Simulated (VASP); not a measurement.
Wanted: the native input for a VASP 6.6.1 run.

- Task: single point
- Functional: PBE
- Potentials or basis: VASP PAW PBE potentials, release 64 (Zr_sv)
- Cutoff: 520 eV
- k mesh: 20 × 20 × 20
- Occupations: fermi-dirac, width 0.05 eV
- Spin: collinear spin, ferromagnetic start
- Starting moments: [1.0] μB
- Dipole correction: no
- Further INCAR settings: ALGO = Normal; EDIFF = 1e-07; NBANDS = 16

The structure of Zr lies in POSCAR:

```
Zr
1.0
    0.0000000000      2.3479721338      2.3479721338
    2.3479721338      0.0000000000      2.3479721338
    2.3479721338      2.3479721338      0.0000000000
Zr
1
Direct
    0.0000000000      0.0000000000      0.0000000000
```

This cell differs from its parent crystal: volume scaled by 1.12.

One way to write it, as run:

INCAR

```
SYSTEM = Zr
PREC     = Accurate       ! precision mode
ENCUT    = 520            ! plane-wave cutoff, eV
EDIFF    = 1E-7           ! SCF threshold, eV
ISMEAR   = -1             ! smearing method
SIGMA    = 0.05           ! smearing width, eV
LREAL    = .FALSE.        ! projectors in reciprocal space
LASPH    = .TRUE.         ! aspherical terms in the spheres
NELM     = 150            ! most SCF steps
ALGO     = Normal         ! electronic algorithm
ISIF     = 2              ! what is computed and relaxed
LWAVE    = .FALSE.        ! write WAVECAR
LCHARG   = .FALSE.        ! write CHGCAR
ISPIN    = 2              ! spin polarisation
MAGMOM   = 1              ! initial moments
LORBIT   = 11             ! projections on sites
LMAXMIX  = 4              ! l up to which the mixer works
GGA      = PE             ! functional
NBANDS   = 16             ! bands
```

KPOINTS

```
Automatic mesh
0
G
  20 20 20
  0 0 0
```

Potentials or basis: VASP PAW PBE potentials, release 64 (Zr_sv).

Command:

```console
$ cat potpaw_PBE.64/Zr_sv/POTCAR > POTCAR
$ mpirun -np 1 vasp_std > vasp.out
```

Results of the run:

```yaml
Pressure: -8.2 GPa
Band_gap_on_the_k_mesh: zero (filled and empty bands overlap)
Net_moment: 0.00 μB per cell
Valence_electrons_inside_the_program's_atomic_spheres: Zr 9.71
```

Run time: 4.8 min on 1 thread of Intel(R) Xeon(R) Platinum 8259CL CPU @ 2.50GHz (Skylake/Cascade Lake), on a shared host, peak memory 0.29 GiB.
